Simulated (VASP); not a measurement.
# LiCl (P6_3/mmc) in VASP: single point with HSE06

Aim: the single point of LiCl with HSE06.

Program: VASP 6.6.1. These are calculated values, not measurements. Logs are shortened: lines on timing, memory, paths and dates and some standing lists are left out, and cuts for length are marked.

## 1. The cell of the first run

The structure is hexagonal, space group P6_3/mmc (No. 194). The conventional cell has a = 4.191 Å, b = 4.191 Å, c = 5.233 Å, α = 90.00°, β = 90.00°, γ = 120.00°. Li (site symmetry -6m2) has 5 Cl at 2.42 to 2.62 Å within 3.2 Å. Cl (site symmetry -6m2) has 5 Li at 2.42 to 2.62 Å within 3.2 Å.

## 2. Single point, HSE06 (biaxial xy strain +0.7%)

File POSCAR:

```
LiCl
1.0
    4.1914229086      0.0000000000      0.0000000000
   -2.0957114543      3.6298787168      0.0000000000
    0.0000000000      0.0000000000      5.2325458168
Li Cl
2 2
Direct
    0.3333333333      0.6666666667      0.2500000000
    0.6666666667      0.3333333333      0.7500000000
    0.6666666667      0.3333333333      0.2500000000
    0.3333333333      0.6666666667      0.7500000000
```

File INCAR.step1:

```
ALGO     = Normal         # electronic algorithm
EDIFF    = 1E-5           # SCF threshold, eV
ENCUT    = 520            # plane-wave cutoff, eV
GGA      = PE             # functional
ISIF     = 2              # what is computed and relaxed
ISMEAR   = 0              # smearing method
LASPH    = T              # aspherical terms in the spheres
LCHARG   = F              # write CHGCAR
LREAL    = F              # projectors in reciprocal space
LWAVE    = T              # write WAVECAR
NBANDS   = 18             # bands
NELM     = 100            # most SCF steps
PREC     = Accurate       # precision mode
SIGMA    = 0.01           # smearing width, eV
```

File INCAR.step2:

```
ALGO     = Normal         # electronic algorithm
EDIFF    = 1E-6           # SCF threshold, eV
ENCUT    = 520            # plane-wave cutoff, eV
GGA      = PE             # functional
HFSCREEN = 0.2079         # screening, 1/A
ISIF     = 2              # what is computed and relaxed
ISMEAR   = 0              # smearing method
ISTART   = 1            
LASPH    = T              # aspherical terms in the spheres
LCHARG   = F              # write CHGCAR
LHFCALC  = T              # exact exchange
LREAL    = F              # projectors in reciprocal space
LWAVE    = F              # write WAVECAR
NBANDS   = 18             # bands
NELM     = 100            # most SCF steps
PREC     = Accurate       # precision mode
PRECFOCK = Normal       
SIGMA    = 0.01           # smearing width, eV
```

File KPOINTS:

```
k-points
0
Gamma
  6 6 4
```

Potentials or basis: VASP PAW PBE potentials, release 64 (Li_sv, Cl).

Started as:

```sh
> cat potpaw_PBE.64/Li_sv/POTCAR potpaw_PBE.64/Cl/POTCAR > POTCAR
> cp INCAR.step1 INCAR
> mpirun -np 1 vasp_std > vasp.out
> cp INCAR.step2 INCAR
> mpirun -np 1 vasp_std > vasp.out
```

OUTCAR:

```text
EDIFF = 1E-6
   ENCUT = 520
   GGA = PE
   HFSCREEN = 0.2079
   ISIF = 2
   ISMEAR = 0
   ISTART = 1
   LASPH = T
   LHFCALC = T
   LREAL = F
   NELM = 100
   PREC = Accurate
   PRECFOCK = Normal

 ion  position               nearest neighbor table
   1  0.333  0.667  0.250-   3 2.42   3 2.42   3 2.42   4 2.62   4 2.62
   2  0.667  0.333  0.750-   4 2.42   4 2.42   4 2.42   3 2.62   3 2.62
   3  0.667  0.333  0.250-   1 2.42   1 2.42   1 2.42   2 2.62   2 2.62
   4  0.333  0.667  0.750-   2 2.42   2 2.42   2 2.42   1 2.62   1 2.62

  LATTYP: Found a hexagonal cell.
 ALAT       =     4.1914229086
 C/A-ratio  =     1.2483936675

  Lattice vectors:

 A1 = (   4.1914229086,   0.0000000000,   0.0000000000)
 A2 = (  -2.0957114543,   3.6298787168,   0.0000000000)
 A3 = (   0.0000000000,   0.0000000000,   5.2325458168)

Analysis of symmetry for initial positions (statically):
=====================================================================
 Subroutine PRICEL returns:
 Original cell was already a primitive cell.

 Routine SETGRP: Setting up the symmetry group for a
 hexagonal supercell.

 Subroutine GETGRP returns: Found 24 space group operations
 (whereof 12 operations were pure point group operations)
 out of a pool of 24 trial point group operations.

The static configuration has the point symmetry D_3d.
 The point group associated with its full space group is D_6h.

Analysis of symmetry for dynamics (positions and initial velocities):
=====================================================================
 Subroutine PRICEL returns:
 Original cell was already a primitive cell.

 Routine SETGRP: Setting up the symmetry group for a
 hexagonal supercell.

 Subroutine GETGRP returns: Found 24 space group operations
 (whereof 12 operations were pure point group operations)
 out of a pool of 24 trial point group operations.

The dynamic configuration has the point symmetry D_3d.
 The point group associated with its full space group is D_6h.

 Subroutine INISYM returns: Found 24 space group operations
 (whereof 12 operations are pure point group operations),
 and found     1 'primitive' translations

----------------------------------------------------------------------------------------

                                     Primitive cell

  volume of cell :      79.6098

  direct lattice vectors                    reciprocal lattice vectors
     4.191422909  0.000000000  0.000000000     0.238582463  0.137745649  0.000000000
    -2.095711454  3.629878717  0.000000000     0.000000000  0.275491298  0.000000000
     0.000000000  0.000000000  5.232545817     0.000000000  0.000000000  0.191111561

  length of vectors
     4.191422909  4.191422909  5.232545817     0.275491298  0.275491298  0.191111561

  position of ions in fractional coordinates (direct lattice)
     0.333333333  0.666666667  0.250000000
     0.666666667  0.333333333  0.750000000
     0.666666667  0.333333333  0.250000000
     0.333333333  0.666666667  0.750000000

  ion indices of the primitive-cell ions
   primitive index   ion index
                 1           1
                 2           2
                 3           3
                 4           4

----------------------------------------------------------------------------------------

 KPOINTS: k-points

Automatic generation of k-mesh.
 Grid dimensions read from file:
 generate k-points for:    6    6    4

 Generating k-lattice:

  Cartesian coordinates                     Fractional coordinates (reciprocal lattice)
     0.039763744  0.022957608  0.000000000     0.166666667  0.000000000  0.000000000
     0.000000000  0.045915216  0.000000000     0.000000000  0.166666667  0.000000000
     0.000000000  0.000000000  0.047777890     0.000000000  0.000000000  0.250000000

  Length of vectors
     0.045915216  0.045915216  0.047777890

  Shift w.r.t. Gamma in fractional coordinates (k-lattice)
     0.000000000  0.000000000  0.000000000

 Subroutine IBZKPT returns following result:
 ===========================================

 Found     21 irreducible k-points:

 Following reciprocal coordinates:
            Coordinates               Weight
  0.000000  0.000000  0.000000      1.000000
  0.166667  0.000000  0.000000      6.000000
  0.333333 -0.000000  0.000000      6.000000
  0.500000  0.000000  0.000000      3.000000
  0.166667  0.166667  0.000000      6.000000
  0.333333  0.166667  0.000000     12.000000
[... 13 lines left out ...]
  0.333333  0.166667  0.500000     12.000000
  0.333333  0.333333  0.500000      2.000000
   k-points           NKPTS =     21   k-points in BZ     NKDIM =    144   number of bands    NBANDS=     18
   number of dos      NEDOS =    301   number of ions     NIONS =      4
   total plane-waves  NPLWV =  40960
   dimension x,y,z NGX =    32 NGY =   32 NGZ =   40
   dimension x,y,z NGXF=    64 NGYF=   64 NGZF=   80
   ions per type =               2   2
   NGX,Y,Z   is equivalent  to a cutoff of  12.69, 12.69, 12.71 a.u.
   NGXF,Y,Z  is equivalent  to a cutoff of  25.38, 25.38, 25.42 a.u.
 SYSTEM =  unknown system
   PREC   = accura    normal or accurate (medium, high low for compatibility)
   ISTART =      1    job   : 0-new  1-cont  2-samecut
   ICHARG =      0    charge: 1-file 2-atom 10-const
   ISPIN  =      1    spin polarized calculation?
   LNONCOLLINEAR =      F non collinear calculations
   LSORBIT =      F    spin-orbit coupling
   LASPH  =      T    aspherical Exc in radial PAW
   ENCUT  =  520.0 eV  38.22 Ry    6.18 a.u.   7.79  7.79  9.73*2*pi/ulx,y,z
   NELM   =    100;   NELMIN=  2; NELMDL=  0     # of ELM steps
   EDIFF  = 0.1E-05   stopping-criterion for ELM
   LREAL  =      F    real-space projection
   EDIFFG = 0.1E-04   stopping-criterion for IOM
   NSW    =      0    number of steps for IOM
   IBRION =     -1    ionic relax: 0-MD 1-quasi-New 2-CG
   NFREE  =      0    steps in history (QN), initial steepest desc. (CG)
   ISIF   =      2    stress and relaxation
   ISYM   =      3    0-nonsym 1-usesym 2-fastsym
   POTIM  = 0.5000    time-step for ionic-motion
   TEBEG  =    0.0;   TEEND  =   0.0 temperature during run
   PSTRESS=    0.0 pullay stress
   NELECT =      20.0000    total number of electrons
   NUPDOWN=      -1.0000    fix difference up-down
   EMIN   =  10.00;   EMAX   =-10.00  energy-range for DOS
   EFERMI =   0.00;   METHOD = LEGACY
   ISMEAR =     0;   SIGMA  =   0.01  broadening in eV -4-tet -1-fermi 0-gaus
   EFERMI_NEDOS =   21; number of points for ismear=-14 and -15
   IALGO  =     38    algorithm
   IMIX   =      1    mixing-type and parameters
     AMIX     =   0.40;   BMIX     =  1.00
     AMIX_MAG =   1.60;   BMIX_MAG =  1.00
  volume/ion in A,a.u.               =      19.90       134.31
  Fermi-wavevector in a.u.,A,eV,Ry     =   1.032990  1.952067 14.518335  1.067068
  Thomas-Fermi vector in A             =   2.167214
   LORBIT       =      0    0 simple, 1 ext, 2 COOP (PROOUT), +10 PAW based schemes
   GGA     = PE    functional components
   LHFCALC =     T    Hartree Fock is set to
   PRECFOCK=normal    Normal, Fast or Accurate (Low or Medium for compatibility)
   ENCUT4O =  -1.0   cutoff for four orbital integrals eV
   NKREDX  =     1    reduce k-point grid by
   NKREDY  =     1    reduce k-point grid by
   NKREDZ  =     1    reduce k-point grid by
   AEXX    =    0.2500 exact exchange contribution
   HFSCREEN=    0.2079 screening length (either q_TF or 0.3 A-1)
   HFSCREENC=   0.2079 screening length for correlation (either q_TF or 0.3 A-1)
   ENCUTFOCK=  -1.0 apply spherical cutoff to Coloumb kernel
   IVDW    =     0    specifies the selected vdW correction
   LEPSILON=     F    determine dielectric tensor
   LRPA    =     F    only Hartree local field effects (RPA)
 non-spin polarized calculation
 Gauss-broadening in eV      SIGMA  =   0.01
  energy-cutoff  :      520.00
  volume of cell :       79.61
 maximum number of plane-waves:      2173
 NGX is ok and might be reduce to    32
  NGX = 24; NGY = 24; NGZ = 30

 number of electron      19.9999988 magnetization

 Free energy of the ion-electron system (eV)
  ---------------------------------------------------
  ext. energy  EPLUGINS =         0.00000000
  ---------------------------------------------------
  free energy    TOTEN  =       -16.91906803 eV

  energy without entropy =      -16.91906803  energy(sigma->0) =      -16.91906803

 E-fermi :  -1.3467     XC(G=0):  -6.5560

 val. band max:       -1.4031696945   @ k =   0.0000   0.0000   0.0000
 cond. band min:       5.5076368290   @ k =   0.0000   0.0000   0.0000
 fundamental gap:      6.9108065235
 Fermi energy:        -1.3467024904

 k-point     1 :       0.0000    0.0000    0.0000
  band No.  band energies     occupation
      1     -47.6912      2.00000
      2     -47.6870      2.00000
      3     -15.9535      2.00000
      4     -15.1738      2.00000
      5      -4.3297      2.00000
      6      -2.8558      2.00000
[... 10 lines left out ...]
     17      11.7868      0.00000
     18      11.9417      0.00000

 k-point     2 :       0.1667    0.0000    0.0000
  band No.  band energies     occupation
      1     -47.6909      2.00000
      2     -47.6871      2.00000
      3     -15.8913      2.00000
      4     -15.2020      2.00000
      5      -4.1634      2.00000
      6      -3.0730      2.00000
[... 10 lines left out ...]
     17      10.7961      0.00000
     18      11.3805      0.00000

 k-point     3 :       0.3333   -0.0000    0.0000
  band No.  band energies     occupation
      1     -47.6901      2.00000
      2     -47.6876      2.00000
      3     -15.7370      2.00000
      4     -15.2870      2.00000
      5      -3.7244      2.00000
      6      -3.5334      2.00000
[... 349 lines left out ...]
 k-point    20 :       0.3333    0.1667    0.5000
  band No.  band energies     occupation
      1     -47.6888      2.00000
      2     -47.6888      2.00000
      3     -15.5005      2.00000
      4     -15.5005      2.00000
      5      -3.9355      2.00000
      6      -3.9355      2.00000
[... 10 lines left out ...]
     17      12.0165      0.00000
     18      12.0165      0.00000

 k-point    21 :       0.3333    0.3333    0.5000
  band No.  band energies     occupation
      1     -47.6888      2.00000
      2     -47.6888      2.00000
      3     -15.4882      2.00000
      4     -15.4882      2.00000
      5      -3.8772      2.00000
      6      -3.8772      2.00000
[... 10 lines left out ...]
     17      11.9705      0.00000
     18      11.9706      0.00000

------------------------ aborting loop because EDIFF is reached ----------------------------------------

  FORCE on cell =-STRESS in cart. coord.  units (eV):
  Direction    XX          YY          ZZ          XY          YZ          ZX
  --------------------------------------------------------------------------------------
  -------------------------------------------------------------------------------------
  Total       -0.2120610     -0.2120610     -0.0929978      0.0000000      0.0000000      0.0000000
  in kB       -4.2678075     -4.2678075     -1.8716153      0.0000000      0.0000000      0.0000000
  external PRESSURE =      -3.4690767 kB  Pullay stress =       0.0000000 kB

 VOLUME and BASIS-vectors are now :
 -----------------------------------------------------------------------------
  energy-cutoff  :      520.00
  volume of cell :       79.61
      direct lattice vectors                 reciprocal lattice vectors
     4.191422909  0.000000000  0.000000000     0.238582463  0.137745649  0.000000000
    -2.095711454  3.629878717  0.000000000     0.000000000  0.275491298  0.000000000
     0.000000000  0.000000000  5.232545817     0.000000000  0.000000000  0.191111561

 POSITION                                       TOTAL-FORCE (eV/Angst)
 -----------------------------------------------------------------------------------
     -0.00000      2.41992      1.30814         0.000000     -0.000000      0.000000
      2.09571      1.20996      3.92441        -0.000000      0.000000     -0.000000
      2.09571      1.20996      1.30814        -0.000000      0.000000     -0.000000
     -0.00000      2.41992      3.92441        -0.000000      0.000000     -0.000000
 -----------------------------------------------------------------------------------
    total drift:                                0.000000     -0.000000     -0.000000

  FREE ENERGIE OF THE ION-ELECTRON SYSTEM (eV)
  ---------------------------------------------------
  free  energy   TOTEN  =       -16.9190680272 eV

  energy  without entropy=      -16.9190680272  energy(sigma->0) =      -16.91906803
```

It took 19 min on 1 thread of Intel Xeon 6975P-C (Granite Rapids), shared host; peak memory 0.33 GiB.

Results:

```
Free energy            : -16.9191 eV
Band gap on the k mesh : 6.91 eV
```

Caveat: the cell differs from its parent crystal (biaxial xy strain +0.7%); the cutoff is under 1.25 times the usual one of these potentials, so pressure, stress and relaxed cells hold a basis-set (Pulay) error; the PAW data sets were made with another functional, which shifts forces and pressure a little.
